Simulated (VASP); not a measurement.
# Li16H (a cell with a defect) in VASP: a series of runs

Runs on Li16H (a cell with a defect). Level: PBEsol. Tasks: single point.

Everything below comes from runs of VASP 6.6.1. Logs are shortened: lines on timing, memory, paths and dates and some standing lists are left out, and cuts for length are marked.

## 1. The cell of the first run

The cell holds a defect, 17 atoms: a = 6.980 Å, b = 6.980 Å, c = 6.980 Å, α = 90.00°, β = 90.00°, γ = 90.00°.

## 2. Single point, PBEsol

File INCAR:

```
SYSTEM = Li16H
PREC = Accurate
ENCUT = 520
EDIFF = 1E-6
ISMEAR = 0
SIGMA = 0.15
LREAL = Auto
LASPH = .True.
NELM = 100
ALGO = Normal
ISIF = 2
LWAVE = .False.
LCHARG = .False.
GGA = PS
NBANDS = 38
```

File KPOINTS:

```
regular mesh
0
Gamma
  3 3 3
  0 0 0
```

File POSCAR:

```
Li16H
1.0
    6.9800000000      0.0000000000      0.0000000000
    0.0000000000      6.9800000000      0.0000000000
    0.0000000000      0.0000000000      6.9800000000
Li H
16 1
Direct
    0.0124711775     -0.0002758205      0.0153029222
    0.4869146942     -0.0002708154      0.0153607059
    0.0085759912      0.4998770854     -0.0114369954
   -0.0210566616      0.0002501978      0.4991785284
    0.2499536570      0.2568889866      0.2617924648
    0.4912595046      0.4998896347     -0.0116388346
    0.5204901616      0.0002845678      0.4990086673
    0.7498954226      0.2624595466      0.2340908837
   -0.0057055531      0.5005121596      0.5046752480
    0.2499644449      0.7426702758      0.2623473745
    0.2501856690      0.2436971123      0.7445295404
    0.5054002242      0.5005292654      0.5046963788
    0.7499017540      0.7358779600      0.2339372603
    0.7500835259      0.2302368954      0.7510846782
    0.2502011448      0.7554607998      0.7444907647
    0.7501179292      0.7682319369      0.7515626196
    0.7498431141     -0.0004449880      0.6269370934
```

Potentials or basis: VASP PAW PBE potentials, release 64 (Li_sv, H).

On the command line:

```bash
cat potpaw_PBE.64/Li_sv/POTCAR potpaw_PBE.64/H/POTCAR > POTCAR
mpirun -np 1 vasp_std > vasp.out
```

OUTCAR:

```text
SYSTEM = Li16H
   PREC = Accurate
   ENCUT = 520
   EDIFF = 1E-6
   ISMEAR = 0
   LREAL = Auto
   LASPH = .True.
   NELM = 100
   ISIF = 2
   GGA = PS

 ion  position               nearest neighbor table
   1  0.012  1.000  0.015-
   2  0.487  1.000  0.015-
   3  0.009  0.500  0.989-
   4  0.979  0.000  0.499-
   5  0.250  0.257  0.262-
   6  0.491  0.500  0.988-
[... 9 lines left out ...]
  16  0.750  0.768  0.752-
  17  0.750  1.000  0.627-

  LATTYP: Found a simple cubic cell.
 ALAT       =     6.9800000000

  Lattice vectors:

 A1 = (   6.9800000000,   0.0000000000,   0.0000000000)
 A2 = (   0.0000000000,   6.9800000000,   0.0000000000)
 A3 = (   0.0000000000,   0.0000000000,   6.9800000000)

Analysis of symmetry for initial positions (statically):
=====================================================================
 Subroutine PRICEL returns:
 Original cell was already a primitive cell.

 Routine SETGRP: Setting up the symmetry group for a
 simple cubic supercell.

 Subroutine GETGRP returns: Found  1 space group operations
 (whereof  1 operations were pure point group operations)
 out of a pool of 48 trial point group operations.

The static configuration has the point symmetry C_1 .

Analysis of symmetry for dynamics (positions and initial velocities):
=====================================================================
 Subroutine PRICEL returns:
 Original cell was already a primitive cell.

 Routine SETGRP: Setting up the symmetry group for a
 simple cubic supercell.

 Subroutine GETGRP returns: Found  1 space group operations
 (whereof  1 operations were pure point group operations)
 out of a pool of 48 trial point group operations.

The dynamic configuration has the point symmetry C_1 .

 Subroutine INISYM returns: Found  1 space group operations
 (whereof  1 operations are pure point group operations),
 and found     1 'primitive' translations

----------------------------------------------------------------------------------------

                                     Primitive cell

  volume of cell :     340.0684

  direct lattice vectors                    reciprocal lattice vectors
     6.980000000  0.000000000  0.000000000     0.143266476  0.000000000  0.000000000
     0.000000000  6.980000000  0.000000000     0.000000000  0.143266476  0.000000000
     0.000000000  0.000000000  6.980000000     0.000000000  0.000000000  0.143266476

  length of vectors
     6.980000000  6.980000000  6.980000000     0.143266476  0.143266476  0.143266476

  position of ions in fractional coordinates (direct lattice)
     0.012471177  0.999724179  0.015302922
     0.486914694  0.999729185  0.015360706
     0.008575991  0.499877085  0.988563005
     0.978943338  0.000250198  0.499178528
     0.249953657  0.256888987  0.261792465
     0.491259505  0.499889635  0.988361165
[... 9 lines left out ...]
     0.750117929  0.768231937  0.751562620
     0.749843114  0.999555012  0.626937093

  ion indices of the primitive-cell ions
   primitive index   ion index
                 1           1
                 2           2
                 3           3
                 4           4
                 5           5
                 6           6
[... 9 lines left out ...]
                16          16
                17          17

----------------------------------------------------------------------------------------

 KPOINTS: regular mesh

Automatic generation of k-mesh.
 Grid dimensions read from file:
 generate k-points for:    3    3    3

 Generating k-lattice:

  Cartesian coordinates                     Fractional coordinates (reciprocal lattice)
     0.047755492  0.000000000  0.000000000     0.333333333  0.000000000  0.000000000
     0.000000000  0.047755492  0.000000000     0.000000000  0.333333333  0.000000000
     0.000000000  0.000000000  0.047755492     0.000000000  0.000000000  0.333333333

  Length of vectors
     0.047755492  0.047755492  0.047755492

  Shift w.r.t. Gamma in fractional coordinates (k-lattice)
     0.000000000  0.000000000  0.000000000

 Subroutine IBZKPT returns following result:
 ===========================================

 Found     14 irreducible k-points:

 Following reciprocal coordinates:
            Coordinates               Weight
  0.000000  0.000000  0.000000      1.000000
  0.333333  0.000000  0.000000      2.000000
  0.000000  0.333333  0.000000      2.000000
  0.000000  0.000000  0.333333      2.000000
  0.333333  0.333333  0.000000      2.000000
  0.000000  0.333333  0.333333      2.000000
  0.333333  0.000000  0.333333      2.000000
 -0.333333  0.333333  0.000000      2.000000
 -0.333333  0.000000  0.333333      2.000000
  0.000000 -0.333333  0.333333      2.000000
  0.333333  0.333333  0.333333      2.000000
 -0.333333  0.333333  0.333333      2.000000
 -0.333333 -0.333333  0.333333      2.000000
  0.333333 -0.333333  0.333333      2.000000
   k-points           NKPTS =     14   k-points in BZ     NKDIM =     14   number of bands    NBANDS=     38
   number of dos      NEDOS =    301   number of ions     NIONS =     17
   total plane-waves  NPLWV = 157464
   dimension x,y,z NGX =    54 NGY =   54 NGZ =   54
   dimension x,y,z NGXF=   108 NGYF=  108 NGZF=  108
   ions per type =              16   1
   NGX,Y,Z   is equivalent  to a cutoff of  12.86, 12.86, 12.86 a.u.
   NGXF,Y,Z  is equivalent  to a cutoff of  25.72, 25.72, 25.72 a.u.
 SYSTEM =  Li16H
   PREC   = accura    normal or accurate (medium, high low for compatibility)
   ISTART =      0    job   : 0-new  1-cont  2-samecut
   ICHARG =      2    charge: 1-file 2-atom 10-const
   ISPIN  =      1    spin polarized calculation?
   LNONCOLLINEAR =      F non collinear calculations
   LSORBIT =      F    spin-orbit coupling
   LASPH  =      T    aspherical Exc in radial PAW
   ENCUT  =  520.0 eV  38.22 Ry    6.18 a.u.  12.98 12.98 12.98*2*pi/ulx,y,z
   NELM   =    100;   NELMIN=  2; NELMDL= -5     # of ELM steps
   EDIFF  = 0.1E-05   stopping-criterion for ELM
   LREAL  =      T    real-space projection
   EDIFFG = 0.1E-04   stopping-criterion for IOM
   NSW    =      0    number of steps for IOM
   IBRION =     -1    ionic relax: 0-MD 1-quasi-New 2-CG
   NFREE  =      0    steps in history (QN), initial steepest desc. (CG)
   ISIF   =      2    stress and relaxation
   ISYM   =      2    0-nonsym 1-usesym 2-fastsym
   POTIM  = 0.5000    time-step for ionic-motion
   TEBEG  =    0.0;   TEEND  =   0.0 temperature during run
   PSTRESS=    0.0 pullay stress
   NELECT =      49.0000    total number of electrons
   NUPDOWN=      -1.0000    fix difference up-down
   EMIN   =  10.00;   EMAX   =-10.00  energy-range for DOS
   EFERMI =   0.00;   METHOD = LEGACY
   ISMEAR =     0;   SIGMA  =   0.15  broadening in eV -4-tet -1-fermi 0-gaus
   EFERMI_NEDOS =   21; number of points for ismear=-14 and -15
   IALGO  =     38    algorithm
   IMIX   =      4    mixing-type and parameters
     AMIX     =   0.40;   BMIX     =  1.00
     AMIX_MAG =   1.60;   BMIX_MAG =  1.00
  volume/ion in A,a.u.               =      20.00       134.99
  Fermi-wavevector in a.u.,A,eV,Ry     =   0.858258  1.621873 10.022155  0.736608
  Thomas-Fermi vector in A             =   1.975436
   LORBIT       =      0    0 simple, 1 ext, 2 COOP (PROOUT), +10 PAW based schemes
   GGA     = PS    functional components
   LHFCALC =     F    Hartree Fock is set to
   AEXX    =    0.0000 exact exchange contribution
   IVDW    =     0    specifies the selected vdW correction
   LEPSILON=     F    determine dielectric tensor
   LRPA    =     F    only Hartree local field effects (RPA)
 non-spin polarized calculation
 Gauss-broadening in eV      SIGMA  =   0.15
  energy-cutoff  :      520.00
  volume of cell :      340.07
 maximum number of plane-waves:      9180
 NGX is ok and might be reduce to    54
   NGX = 25   NGY = 25   NGZ = 25

 number of electron      48.9999984 magnetization

 Free energy of the ion-electron system (eV)
  ---------------------------------------------------
  ext. energy  EPLUGINS =         0.00000000
  ---------------------------------------------------
  free energy    TOTEN  =       -35.18801449 eV

  energy without entropy =      -35.07372171  energy(sigma->0) =      -35.13086810

 E-fermi :   0.4966     XC(G=0):  -6.9459

 val. band max:        0.4792459473   @ k =   0.0000  -0.3333   0.3333
 cond. band min:       0.5114813222   @ k =   0.0000  -0.3333   0.3333
 fundamental gap:      0.0322353749
 Fermi energy:         0.4965688230

 k-point     1 :       0.0000    0.0000    0.0000
  band No.  band energies     occupation
      1     -45.5311      2.00000
      2     -45.5272      2.00000
      3     -45.5219      2.00000
      4     -45.5209      2.00000
      5     -45.4550      2.00000
      6     -45.4505      2.00000
[... 28 lines left out ...]
     35       3.6007      0.00000
     36       3.7836      0.00000

 k-point     2 :       0.3333    0.0000    0.0000
  band No.  band energies     occupation
      1     -45.5304      2.00000
      2     -45.5282      2.00000
      3     -45.5218      2.00000
      4     -45.5208      2.00000
      5     -45.4548      2.00000
      6     -45.4505      2.00000
[... 28 lines left out ...]
     35       3.7651      0.00000
     36       3.7784      0.00000

 k-point     3 :       0.0000    0.3333    0.0000
  band No.  band energies     occupation
      1     -45.5309      2.00000
      2     -45.5272      2.00000
      3     -45.5228      2.00000
      4     -45.5202      2.00000
      5     -45.4546      2.00000
      6     -45.4511      2.00000
[... 28 lines left out ...]
     35       3.7645      0.00000
     36       3.7794      0.00000
[... 352 lines left out ...]
 k-point    13 :      -0.3333   -0.3333    0.3333
  band No.  band energies     occupation
      1     -45.5301      2.00000
      2     -45.5282      2.00000
      3     -45.5228      2.00000
      4     -45.5201      2.00000
      5     -45.4544      2.00000
      6     -45.4511      2.00000
[... 28 lines left out ...]
     35       3.6731      0.00000
     36       3.8049      0.00000

 k-point    14 :       0.3333   -0.3333    0.3333
  band No.  band energies     occupation
      1     -45.5301      2.00000
      2     -45.5282      2.00000
      3     -45.5228      2.00000
      4     -45.5201      2.00000
      5     -45.4544      2.00000
      6     -45.4511      2.00000
[... 28 lines left out ...]
     35       3.6730      0.00000
     36       3.8051      0.00000
 [bands above 36 left out]

------------------------ aborting loop because EDIFF is reached ----------------------------------------

  FORCE on cell =-STRESS in cart. coord.  units (eV):
  Direction    XX          YY          ZZ          XY          YZ          ZX
  --------------------------------------------------------------------------------------
  -------------------------------------------------------------------------------------
  Total       -1.4702075     -1.4829393     -1.6786582      0.0008473      0.0077674     -0.0054264
  in kB       -6.9266451     -6.9866292     -7.9087270      0.0039917      0.0365950     -0.0255654
  external PRESSURE =      -7.2740004 kB  Pullay stress =       0.0000000 kB

 VOLUME and BASIS-vectors are now :
 -----------------------------------------------------------------------------
  energy-cutoff  :      520.00
  volume of cell :      340.07
      direct lattice vectors                 reciprocal lattice vectors
     6.980000000  0.000000000  0.000000000     0.143266476  0.000000000  0.000000000
     0.000000000  6.980000000  0.000000000     0.000000000  0.143266476  0.000000000
     0.000000000  0.000000000  6.980000000     0.000000000  0.000000000  0.143266476

 POSITION                                       TOTAL-FORCE (eV/Angst)
 -----------------------------------------------------------------------------------
      0.08705      6.97807      0.10681         0.001859     -0.002520     -0.000752
      3.39866      6.97811      0.10722         0.004003     -0.002573     -0.000849
      0.05986      3.48914      6.90017         0.004648     -0.003335      0.004487
      6.83302      0.00175      3.48427         0.008973     -0.007712     -0.003397
      1.74468      1.79309      1.82731        -0.001699      0.003404     -0.000079
      3.42899      3.48923      6.89876        -0.001353     -0.002994      0.008392
[... 9 lines left out ...]
      5.23582      5.36226      5.24591        -0.002746      0.008612     -0.003340
      5.23390      6.97689      4.37602        -0.001669     -0.004162     -0.000197
 -----------------------------------------------------------------------------------
    total drift:                               -0.000086      0.001238      0.003897

  FREE ENERGIE OF THE ION-ELECTRON SYSTEM (eV)
  ---------------------------------------------------
  free  energy   TOTEN  =       -35.1880144892 eV

  energy  without entropy=      -35.0737217072  energy(sigma->0) =      -35.13086810
```

It took 4.5 min on 1 thread of Oxide Virtual Turin-like, shared host; peak memory 0.38 GiB.

Results:

```yaml
Free_energy: -35.1880 eV
Largest_force: 0.015 eV/Å
Band_gap_on_the_k_mesh: zero (an odd number of electrons rules out a gap without spin polarisation)
```

Forces on the atoms (eV/Å):
```
Li   0.002 -0.003 -0.001
Li   0.004 -0.003 -0.001
Li   0.005 -0.003  0.004
Li   0.009 -0.008 -0.003
Li  -0.002  0.003  0.000
Li  -0.001 -0.003  0.008
Li   0.000 -0.008  0.000
Li  -0.001  0.004  0.001
Li   0.001 -0.010  0.003
Li  -0.001  0.002 -0.008
Li  -0.004  0.003 -0.007
Li   0.002 -0.010  0.003
Li  -0.002  0.011  0.004
Li  -0.003  0.013  0.005
Li  -0.004  0.006 -0.005
Li  -0.003  0.009 -0.003
H   -0.002 -0.004  0.000
```

Caveat: the cutoff is under 1.25 times the usual one of these potentials, so pressure, stress and relaxed cells hold a basis-set (Pulay) error; the PAW data sets were made with another functional, which shifts forces and pressure a little.

## 3. Single point, PBEsol

INCAR: that of step 2 with these lines changed.

```diff
@@ -8,3 +8,3 @@
 LASPH = .True.
-NELM = 100
+NELM = 80
 ALGO = Normal
```

File KPOINTS:

```
Automatic mesh
0
Gamma
  3 3 3
  0 0 0
```

File POSCAR:

```
Li16H
1.0
    6.9800000000      0.0000000000      0.0000000000
    0.0000000000      6.9800000000      0.0000000000
    0.0000000000      0.0000000000      6.9800000000
Li H
16 1
Direct
    0.0014102188      0.0003339641     -0.0217236092
    0.4854935671      0.0002405928      0.0117297918
   -0.0048111183      0.5002229632     -0.0061544115
    0.0005606053      0.0003318305      0.5218979601
    0.2383793978      0.2563486016      0.2497264834
    0.5107083489      0.5001306994      0.0082409457
    0.4850210390      0.0002477104      0.4874410561
    0.7559998982      0.2438910156      0.2495597388
   -0.0047907124      0.5002276133      0.5055027762
    0.2384391395      0.7439196197      0.2497355708
    0.2658394439      0.2629835839      0.7494915669
    0.5108779091      0.5001398932      0.4912618508
    0.7560013189      0.7564247383      0.2495648897
    0.7485803853      0.2307613570      0.7493633453
    0.2656133916      0.7374053140      0.7494983740
    0.7481755021      0.7691486553      0.7493644151
    0.8724341951     -0.0007784125      0.7516096259
```

Potentials or basis: VASP PAW PBE potentials, release 64 (Li_sv, H).

On the command line:

```bash
cat potpaw_PBE.64/Li_sv/POTCAR potpaw_PBE.64/H/POTCAR > POTCAR
mpirun -np 1 vasp_std > vasp.out
```

OUTCAR:

```text
SYSTEM = Li16H
   PREC = Accurate
   ENCUT = 520
   EDIFF = 1E-6
   ISMEAR = 0
   LREAL = Auto
   LASPH = .True.
   NELM = 80
   ISIF = 2
   GGA = PS

 ion  position               nearest neighbor table
   1  0.001  0.000  0.978-
   2  0.485  0.000  0.012-
   3  0.995  0.500  0.994-
   4  0.001  0.000  0.522-
   5  0.238  0.256  0.250-
   6  0.511  0.500  0.008-
[... 774 lines left out ...]
  -------------------------------------------------------------------------------------
  Total       -1.6712976     -1.4780409     -1.4566775      0.0096903      0.0006189      0.0211172
  in kB       -7.8740488     -6.9635512     -6.8629007      0.0456542      0.0029160      0.0994901
  external PRESSURE =      -7.2335002 kB  Pullay stress =       0.0000000 kB

 VOLUME and BASIS-vectors are now :
 -----------------------------------------------------------------------------
  energy-cutoff  :      520.00
  volume of cell :      340.07
      direct lattice vectors                 reciprocal lattice vectors
     6.980000000  0.000000000  0.000000000     0.143266476  0.000000000  0.000000000
     0.000000000  6.980000000  0.000000000     0.000000000  0.143266476  0.000000000
     0.000000000  0.000000000  6.980000000     0.000000000  0.000000000  0.143266476

 POSITION                                       TOTAL-FORCE (eV/Angst)
 -----------------------------------------------------------------------------------
      0.00984      0.00233      6.82837         0.005364     -0.002427      0.024093
      3.38875      0.00168      0.08187        -0.003903     -0.000519      0.002476
      6.94642      3.49156      6.93704         0.000478     -0.001457      0.001003
      0.00391      0.00232      3.64285        -0.001239     -0.003926     -0.009923
      1.66389      1.78931      1.74309        -0.002583      0.004883      0.001723
      3.56474      3.49091      0.05752         0.001340     -0.000234      0.003467
[... 9 lines left out ...]
      5.22227      5.36866      5.23056        -0.001638     -0.014866      0.005944
      6.08959      6.97457      5.24624        -0.003297      0.014554     -0.029279
 -----------------------------------------------------------------------------------
    total drift:                               -0.011284      0.000537      0.002515

  FREE ENERGIE OF THE ION-ELECTRON SYSTEM (eV)
  ---------------------------------------------------
  free  energy   TOTEN  =       -35.1878304492 eV

  energy  without entropy=      -35.0731357470  energy(sigma->0) =      -35.13048310
```

OSZICAR:

```text
N       E                     dE             d eps       ncg     rms          rms(c)
DAV:   1     0.272333926489E+03    0.27233E+03   -0.20758E+04  1072   0.126E+03
DAV:   2     0.361191393268E+02   -0.23621E+03   -0.22168E+03  1072   0.338E+02
DAV:   3    -0.211666433790E+02   -0.57286E+02   -0.55650E+02  1956   0.843E+01
DAV:   4    -0.332190367561E+02   -0.12052E+02   -0.11891E+02  1816   0.634E+01
DAV:   5    -0.359166373477E+02   -0.26976E+01   -0.26965E+01  1898   0.183E+01    0.399E+00
DAV:   6    -0.353106973564E+02    0.60594E+00   -0.12380E+00  1418   0.537E+00    0.179E+00
DAV:   7    -0.351806864391E+02    0.13001E+00   -0.51549E-01  1574   0.212E+00    0.464E-01
DAV:   8    -0.351870656950E+02   -0.63793E-02   -0.76686E-02  1640   0.813E-01    0.217E-01
DAV:   9    -0.351876931963E+02   -0.62750E-03   -0.79228E-03  1624   0.273E-01    0.109E-01
DAV:  10    -0.351878340701E+02   -0.14087E-03   -0.80759E-04  1864   0.957E-02    0.247E-02
DAV:  11    -0.351878335277E+02    0.54237E-06   -0.74293E-05  1688   0.332E-02    0.990E-03
DAV:  12    -0.351878307982E+02    0.27295E-05   -0.50750E-06  1256   0.131E-02    0.246E-03
DAV:  13    -0.351878304492E+02    0.34904E-06   -0.15303E-06   960   0.771E-03
   1 F= -.35187830E+02 E0= -.35130483E+02  d E =-.114695E+00
```

It took 4.7 min on 1 thread of Oxide Virtual Turin-like, shared host; peak memory 0.38 GiB.

Results:

| Quantity | Value |
| --- | --- |
| Free energy | -35.1878 eV |
| Largest force | 0.033 eV/Å |
| Band gap on the k mesh | zero (an odd number of electrons rules out a gap without spin polarisation) |

Forces on the atoms (eV/Å):
```
Li   0.005 -0.002  0.024
Li  -0.004 -0.001  0.002
Li   0.000 -0.001  0.001
Li  -0.001 -0.004 -0.010
Li  -0.003  0.005  0.002
Li   0.001  0.000  0.003
Li  -0.002 -0.001 -0.005
Li   0.001  0.003  0.003
Li   0.001 -0.002 -0.004
Li  -0.001 -0.003  0.001
Li  -0.001  0.001  0.000
Li   0.005 -0.001 -0.006
Li   0.000 -0.002  0.004
Li   0.001  0.008  0.006
Li   0.001  0.001  0.000
Li  -0.002 -0.015  0.006
H   -0.003  0.015 -0.029
```

Caveat: the cutoff is under 1.25 times the usual one of these potentials, so pressure, stress and relaxed cells hold a basis-set (Pulay) error; the PAW data sets were made with another functional, which shifts forces and pressure a little.

[end of part 1 of 2]

The gap in the log of VASP goes by the Fermi energy; the results here count the filled bands.